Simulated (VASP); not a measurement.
Crystal: AlGa3As4.

```
Al Ga As
1.0
     5.82174   -0.09645   -0.07940
    -0.09645    5.71434    0.13015
    -0.07940    0.13015    5.62543
Al Ga As
1 3 4
Direct
  0.48851 0.50207 0.48924
  0.49973 0.99926 0.99908
  0.01098 0.00684 0.49869
  0.00451 0.49772 0.00690
  0.73724 0.23819 0.75189
  0.75173 0.75143 0.24687
  0.25858 0.26242 0.25574
  0.24871 0.74207 0.75159
```

| Quantity | Value |
| --- | --- |
| Program | VASP 6.6.1 |
| Task | relaxation of cell and atoms |
| Functional | PBE |
| Potentials or basis | VASP PAW PBE potentials, release 64 (Al, Ga_d, As) |
| Cutoff | 600 eV |
| k mesh | 2 × 2 × 2 |
| Occupations | gaussian, width 0.1 eV |
| Spin | no spin polarisation |

At the start: pressure 1.9 GPa; volume 23.37 Å³/atom.

Question: How do energy, volume and symmetry change on relaxing?

Answer: Over 17 steps the energy falls by 53.9 meV/atom and the volume is 23.76 Å³/atom (+1.7 %); space group P1 (No. 1, to 0.1 Å) before, P-43m (No. 215, to 0.1 Å).

Step by step:
| step | energy change (eV) | largest force (eV/Å) | pressure (GPa) | volume (Å³) |
| --- | --- | --- | --- | --- |
| 1 | 0.0000 | 1.7099 | 1.90 | 186.96 |
| 2 | -0.3687 | 0.4775 | -1.29 | 194.37 |
| 3 | -0.3751 | 0.4521 | -1.05 | 193.45 |
| 4 | -0.4206 | 0.1838 | 0.08 | 189.79 |
| 5 | -0.4221 | 0.1536 | 0.30 | 189.08 |
| 6 | -0.4266 | 0.0789 | -0.01 | 190.00 |
| 7 | -0.4267 | 0.0813 | -0.06 | 190.12 |
| 8 | -0.4281 | 0.0550 | -0.05 | 190.09 |
| 9 | -0.4286 | 0.0550 | -0.04 | 190.07 |
| 10 | -0.4294 | 0.0423 | 0.01 | 189.87 |
| 11 | -0.4300 | 0.0481 | 0.19 | 189.45 |
| 12 | -0.4303 | 0.0456 | 0.12 | 189.53 |
| 13 | -0.4310 | 0.0426 | 0.09 | 189.78 |
| 14 | -0.4308 | 0.0539 | -0.09 | 190.27 |
| 15 | -0.4311 | 0.0428 | 0.02 | 189.98 |
| 16 | -0.4313 | 0.0263 | -0.01 | 190.01 |
| 17 | -0.4315 | 0.0148 | -0.03 | 190.05 |

Final structure:
```cif
data_structure
_symmetry_space_group_name_H-M 'P 1'
_symmetry_Int_Tables_number 1
_cell_length_a 5.7472
_cell_length_b 5.7490
_cell_length_c 5.7522
_cell_angle_alpha 90.009
_cell_angle_beta 89.995
_cell_angle_gamma 89.978
_cell_volume 190.05
loop_
_atom_site_label
_atom_site_type_symbol
_atom_site_fract_x
_atom_site_fract_y
_atom_site_fract_z
_atom_site_occupancy
Al1 Al 0.49994 0.49999 0.50003 1
Ga1 Ga 0.49992 0.99959 0.00008 1
Ga2 Ga 0.00049 0.00032 0.49995 1
Ga3 Ga 0.99961 0.50009 0.00009 1
As1 As 0.74881 0.25075 0.74905 1
As2 As 0.74912 0.74919 0.25122 1
As3 As 0.25113 0.25119 0.25047 1
As4 As 0.25097 0.74888 0.74910 1
```

Caveat: the k points lie up to 0.55 Å⁻¹ apart in the final cell.
